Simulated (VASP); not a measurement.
# SrW3 (P4/mmm) in VASP: single point with PBE

Aim: the single point of SrW3 with PBE.

Everything below comes from runs of VASP 6.6.1. Logs are shortened: lines on timing, memory, paths and dates and some standing lists are left out, and cuts for length are marked.

### Step 1. The cell of the first run

Symmetry: P4/mmm, No. 123, tetragonal system. The conventional cell has a = 4.007 Å, b = 4.007 Å, c = 4.819 Å, α = 90.00°, β = 90.00°, γ = 90.00°. Sr (site symmetry 4/mmm) has 12 W at 2.83 to 3.13 Å within 3.7 Å. Within 3.7 Å of W (site symmetry 4/mmm) lie 4 Sr at 2.83 Å and 8 W at 3.13 Å. W (site symmetry mmm) has 8 W at 2.83 to 3.13 Å and 4 Sr at 3.13 Å within 3.7 Å.

### Step 2. Single point, PBE

INCAR

```
SYSTEM = SrW3
PREC = Accurate
ENCUT = 520
EDIFF = 1E-6
ISMEAR = 0
SIGMA = 0.1
LREAL = .FALSE.
LASPH = .TRUE.
NELM = 60
ALGO = Fast
ISIF = 2
LWAVE = .FALSE.
LCHARG = .TRUE.
GGA = PE
LELF = .TRUE.
LVHAR = .TRUE.
NBANDS = 34
```

KPOINTS

```
regular mesh
0
G
  4 4 4
  0 0 0
```

POSCAR

```
SrW3
1.0
    4.0066357617      0.0000000000      0.0000000000
    0.0000000000      4.0066357617      0.0000000000
    0.0000000000      0.0000000000      4.8186866073
Sr W
1 3
Direct
    0.0000000000      0.0000000000      0.0000000000
    0.5000000000      0.5000000000      0.0000000000
    0.0000000000      0.5000000000      0.5000000000
    0.5000000000      0.0000000000      0.5000000000
```

Potentials or basis: VASP PAW PBE potentials, release 64 (Sr_sv, W_sv).

Launch:

```sh
> cat potpaw_PBE.64/Sr_sv/POTCAR potpaw_PBE.64/W_sv/POTCAR > POTCAR
> mpirun -np 1 vasp_std > vasp.out
```

OUTCAR:

```text
SYSTEM = SrW3
   PREC = Accurate
   ENCUT = 520
   EDIFF = 1E-6
   ISMEAR = 0
   LREAL = .FALSE.
   LASPH = .TRUE.
   NELM = 60
   ISIF = 2
   GGA = PE

 ion  position               nearest neighbor table
   1  0.000  0.000  0.000-   2 2.83   2 2.83   2 2.83   2 2.83   4 3.13   3 3.13   3 3.13   3 3.13
                             4 3.13   4 3.13   4 3.13   3 3.13
   2  0.500  0.500  0.000-   1 2.83   1 2.83   1 2.83   1 2.83   4 3.13   3 3.13   4 3.13   4 3.13
                             4 3.13   3 3.13   3 3.13   3 3.13
   3  0.000  0.500  0.500-   4 2.83   4 2.83   4 2.83   4 2.83   2 3.13   1 3.13   2 3.13   1 3.13
                             2 3.13   1 3.13   2 3.13   1 3.13
   4  0.500  0.000  0.500-   3 2.83   3 2.83   3 2.83   3 2.83   2 3.13   2 3.13   2 3.13   2 3.13
                             1 3.13   1 3.13   1 3.13   1 3.13

  LATTYP: Found a simple tetragonal cell.
 ALAT       =     4.0066357617
 C/A-ratio  =     1.2026764832

  Lattice vectors:

 A1 = (   4.0066357617,   0.0000000000,   0.0000000000)
 A2 = (   0.0000000000,   4.0066357617,   0.0000000000)
 A3 = (   0.0000000000,   0.0000000000,   4.8186866073)

Analysis of symmetry for initial positions (statically):
=====================================================================
 Subroutine PRICEL returns:
 Original cell was already a primitive cell.

 Routine SETGRP: Setting up the symmetry group for a
 simple tetragonal supercell.

 Subroutine GETGRP returns: Found 16 space group operations
 (whereof 16 operations were pure point group operations)
 out of a pool of 16 trial point group operations.

The static configuration has the point symmetry D_4h.

Analysis of symmetry for dynamics (positions and initial velocities):
=====================================================================
 Subroutine PRICEL returns:
 Original cell was already a primitive cell.

 Routine SETGRP: Setting up the symmetry group for a
 simple tetragonal supercell.

 Subroutine GETGRP returns: Found 16 space group operations
 (whereof 16 operations were pure point group operations)
 out of a pool of 16 trial point group operations.

The dynamic configuration has the point symmetry D_4h.

 Subroutine INISYM returns: Found 16 space group operations
 (whereof 16 operations are pure point group operations),
 and found     1 'primitive' translations

----------------------------------------------------------------------------------------

                                     Primitive cell

  volume of cell :      77.3550

  direct lattice vectors                    reciprocal lattice vectors
     4.006635762  0.000000000  0.000000000     0.249585952  0.000000000  0.000000000
     0.000000000  4.006635762  0.000000000     0.000000000  0.249585952  0.000000000
     0.000000000  0.000000000  4.818686607     0.000000000  0.000000000  0.207525428

  length of vectors
     4.006635762  4.006635762  4.818686607     0.249585952  0.249585952  0.207525428

  position of ions in fractional coordinates (direct lattice)
     0.000000000  0.000000000  0.000000000
     0.500000000  0.500000000  0.000000000
     0.000000000  0.500000000  0.500000000
     0.500000000  0.000000000  0.500000000

  ion indices of the primitive-cell ions
   primitive index   ion index
                 1           1
                 2           2
                 3           3
                 4           4

----------------------------------------------------------------------------------------

 KPOINTS: regular mesh

Automatic generation of k-mesh.
 Grid dimensions read from file:
 generate k-points for:    4    4    4

 Generating k-lattice:

  Cartesian coordinates                     Fractional coordinates (reciprocal lattice)
     0.062396488  0.000000000  0.000000000     0.250000000  0.000000000  0.000000000
     0.000000000  0.062396488  0.000000000     0.000000000  0.250000000  0.000000000
     0.000000000  0.000000000  0.051881357     0.000000000  0.000000000  0.250000000

  Length of vectors
     0.062396488  0.062396488  0.051881357

  Shift w.r.t. Gamma in fractional coordinates (k-lattice)
     0.000000000  0.000000000  0.000000000

 Subroutine IBZKPT returns following result:
 ===========================================

 Found     18 irreducible k-points:

 Following reciprocal coordinates:
            Coordinates               Weight
  0.000000  0.000000  0.000000      1.000000
  0.250000  0.000000  0.000000      4.000000
  0.500000  0.000000  0.000000      2.000000
  0.250000  0.250000  0.000000      4.000000
  0.500000  0.250000  0.000000      4.000000
  0.500000  0.500000  0.000000      1.000000
[... 10 lines left out ...]
  0.500000  0.250000  0.500000      4.000000
  0.500000  0.500000  0.500000      1.000000
   k-points           NKPTS =     18   k-points in BZ     NKDIM =     18   number of bands    NBANDS=     34
   number of dos      NEDOS =    301   number of ions     NIONS =      4
   total plane-waves  NPLWV =  32400
   dimension x,y,z NGX =    30 NGY =   30 NGZ =   36
   dimension x,y,z NGXF=    60 NGYF=   60 NGZF=   72
   ions per type =               1   3
   NGX,Y,Z   is equivalent  to a cutoff of  12.45, 12.45, 12.42 a.u.
   NGXF,Y,Z  is equivalent  to a cutoff of  24.90, 24.90, 24.84 a.u.
 SYSTEM =  SrW3
   PREC   = accura    normal or accurate (medium, high low for compatibility)
   ISTART =      0    job   : 0-new  1-cont  2-samecut
   ICHARG =      2    charge: 1-file 2-atom 10-const
   ISPIN  =      1    spin polarized calculation?
   LNONCOLLINEAR =      F non collinear calculations
   LSORBIT =      F    spin-orbit coupling
   LASPH  =      T    aspherical Exc in radial PAW
   ENCUT  =  520.0 eV  38.22 Ry    6.18 a.u.   7.45  7.45  8.96*2*pi/ulx,y,z
   NELM   =     60;   NELMIN=  2; NELMDL= -5     # of ELM steps
   EDIFF  = 0.1E-05   stopping-criterion for ELM
   LREAL  =      F    real-space projection
   EDIFFG = 0.1E-04   stopping-criterion for IOM
   NSW    =      0    number of steps for IOM
   IBRION =     -1    ionic relax: 0-MD 1-quasi-New 2-CG
   NFREE  =      0    steps in history (QN), initial steepest desc. (CG)
   ISIF   =      2    stress and relaxation
   ISYM   =      2    0-nonsym 1-usesym 2-fastsym
   POTIM  = 0.5000    time-step for ionic-motion
   TEBEG  =    0.0;   TEEND  =   0.0 temperature during run
   PSTRESS=    0.0 pullay stress
   NELECT =      52.0000    total number of electrons
   NUPDOWN=      -1.0000    fix difference up-down
   EMIN   =  10.00;   EMAX   =-10.00  energy-range for DOS
   EFERMI =   0.00;   METHOD = LEGACY
   ISMEAR =     0;   SIGMA  =   0.10  broadening in eV -4-tet -1-fermi 0-gaus
   EFERMI_NEDOS =   21; number of points for ismear=-14 and -15
   IALGO  =     68    algorithm
   IMIX   =      4    mixing-type and parameters
     AMIX     =   0.40;   BMIX     =  1.00
     AMIX_MAG =   1.60;   BMIX_MAG =  1.00
  volume/ion in A,a.u.               =      19.34       130.50
  Fermi-wavevector in a.u.,A,eV,Ry     =   1.434101  2.710058 27.982372  2.056646
  Thomas-Fermi vector in A             =   2.553547
   LORBIT       =      0    0 simple, 1 ext, 2 COOP (PROOUT), +10 PAW based schemes
   GGA     = PE    functional components
   LHFCALC =     F    Hartree Fock is set to
   AEXX    =    0.0000 exact exchange contribution
   IVDW    =     0    specifies the selected vdW correction
   LEPSILON=     F    determine dielectric tensor
   LRPA    =     F    only Hartree local field effects (RPA)
 non-spin polarized calculation
 RMM-DIIS sequential band-by-band and
 Gauss-broadening in eV      SIGMA  =   0.10
  energy-cutoff  :      520.00
  volume of cell :       77.36
 maximum number of plane-waves:      2130
 NGX is ok and might be reduce to    30
   NGX = 15   NGY = 15   NGZ = 17

 number of electron      51.9999986 magnetization

 Free energy of the ion-electron system (eV)
  ---------------------------------------------------
  ext. energy  EPLUGINS =         0.00000000
  ---------------------------------------------------
  free energy    TOTEN  =       -33.73078932 eV

  energy without entropy =      -33.71303296  energy(sigma->0) =      -33.72191114

 E-fermi :   7.8459     XC(G=0): -12.2176

 val. band max:        7.7655816824   @ k =   0.5000   0.2500   0.0000
 cond. band min:       7.8752451101   @ k =   0.0000   0.0000   0.2500
 fundamental gap:      0.1096634277
 Fermi energy:         7.8458578120

 k-point     1 :       0.0000    0.0000    0.0000
  band No.  band energies     occupation
      1     -66.1605      2.00000
      2     -66.0948      2.00000
      3     -66.0823      2.00000
      4     -30.5571      2.00000
      5     -30.5571      2.00000
      6     -30.5207      2.00000
[... 26 lines left out ...]
     33      12.3448      0.00000
     34      12.3448      0.00000

 k-point     2 :       0.2500    0.0000    0.0000
  band No.  band energies     occupation
      1     -66.1491      2.00000
      2     -66.0963      2.00000
      3     -66.0920      2.00000
      4     -30.4873      2.00000
      5     -30.4860      2.00000
      6     -30.4831      2.00000
[... 26 lines left out ...]
     33      11.3509      0.00000
     34      11.7546      0.00000

 k-point     3 :       0.5000    0.0000    0.0000
  band No.  band energies     occupation
      1     -66.1234      2.00000
      2     -66.1198      2.00000
      3     -66.0939      2.00000
      4     -30.4229      2.00000
      5     -30.3856      2.00000
      6     -30.3771      2.00000
[... 26 lines left out ...]
     33      11.3744      0.00000
     34      11.9027      0.00000
[... 482 lines left out ...]
 k-point    17 :       0.5000    0.2500    0.5000
  band No.  band energies     occupation
      1     -66.1197      2.00000
      2     -66.1197      2.00000
      3     -66.0975      2.00000
      4     -30.5815      2.00000
      5     -30.5005      2.00000
      6     -30.4812      2.00000
[... 26 lines left out ...]
     33      10.7225      0.00000
     34      12.0894      0.00000

 k-point    18 :       0.5000    0.5000    0.5000
  band No.  band energies     occupation
      1     -66.1195      2.00000
      2     -66.1195      2.00000
      3     -66.0974      2.00000
      4     -30.6838      2.00000
      5     -30.6019      2.00000
      6     -30.4712      2.00000
[... 26 lines left out ...]
     33      11.1603      0.00000
     34      11.5898      0.00000

------------------------ aborting loop because EDIFF is reached ----------------------------------------

  FORCE on cell =-STRESS in cart. coord.  units (eV):
  Direction    XX          YY          ZZ          XY          YZ          ZX
  --------------------------------------------------------------------------------------
  -------------------------------------------------------------------------------------
  Total        0.3494148      0.3494148      0.2480151      0.0000000      0.0000000      0.0000000
  in kB        7.2370819      7.2370819      5.1368904      0.0000000      0.0000000      0.0000000
  external PRESSURE =       6.5370181 kB  Pullay stress =       0.0000000 kB

 VOLUME and BASIS-vectors are now :
 -----------------------------------------------------------------------------
  energy-cutoff  :      520.00
  volume of cell :       77.36
      direct lattice vectors                 reciprocal lattice vectors
     4.006635762  0.000000000  0.000000000     0.249585952  0.000000000  0.000000000
     0.000000000  4.006635762  0.000000000     0.000000000  0.249585952  0.000000000
     0.000000000  0.000000000  4.818686607     0.000000000  0.000000000  0.207525428

 POSITION                                       TOTAL-FORCE (eV/Angst)
 -----------------------------------------------------------------------------------
      0.00000      0.00000      0.00000         0.000000      0.000000      0.000000
      2.00332      2.00332      0.00000         0.000000      0.000000      0.000000
      0.00000      2.00332      2.40934         0.000000      0.000000      0.000000
      2.00332      0.00000      2.40934         0.000000      0.000000      0.000000
 -----------------------------------------------------------------------------------
    total drift:                                0.000000      0.000000     -0.000000

  FREE ENERGIE OF THE ION-ELECTRON SYSTEM (eV)
  ---------------------------------------------------
  free  energy   TOTEN  =       -33.7307893201 eV

  energy  without entropy=      -33.7130329577  energy(sigma->0) =      -33.72191114
```

Run time: 80 s. Hardware: 1 thread of Intel Xeon Platinum 8488C (Sapphire Rapids), shared host; peak memory 0.19 GiB.

Results:

```yaml
Free_energy: -33.7308 eV
Pressure: 0.7 GPa
Band_gap_on_the_k_mesh: zero (band 26 reaches 8.77 eV, above the bottom of band 27 at 6.93 eV)
```

Levels at points of the mesh, in eV from the Fermi level:
| k point | band 24 | band 25 | band 26 | band 27 | band 28 | band 29 |
| --- | --- | --- | --- | --- | --- | --- |
| (0.00, 0.00, 0.00) | -0.86 | 0.82 | 0.93 | 0.93 | 1.64 | 3.05 |
| (0.50, 0.00, 0.00) | -0.86 | -0.76 | -0.72 | 0.54 | 0.73 | 1.01 |
| (0.50, 0.50, 0.00) | -1.27 | -0.90 | -0.90 | -0.76 | 0.25 | 0.76 |
| (0.00, 0.00, 0.50) | -1.37 | -0.95 | -0.95 | -0.92 | -0.55 | 0.44 |
| (0.50, 0.00, 0.50) | -1.03 | -0.78 | -0.63 | -0.28 | 0.38 | 0.68 |
| (0.50, 0.50, 0.50) | -0.16 | 0.10 | 0.17 | 0.74 | 0.74 | 1.73 |

Caveat: the k points lie up to 0.39 Å⁻¹ apart; spin-orbit coupling is left out, which moves the levels of the heavy elements.
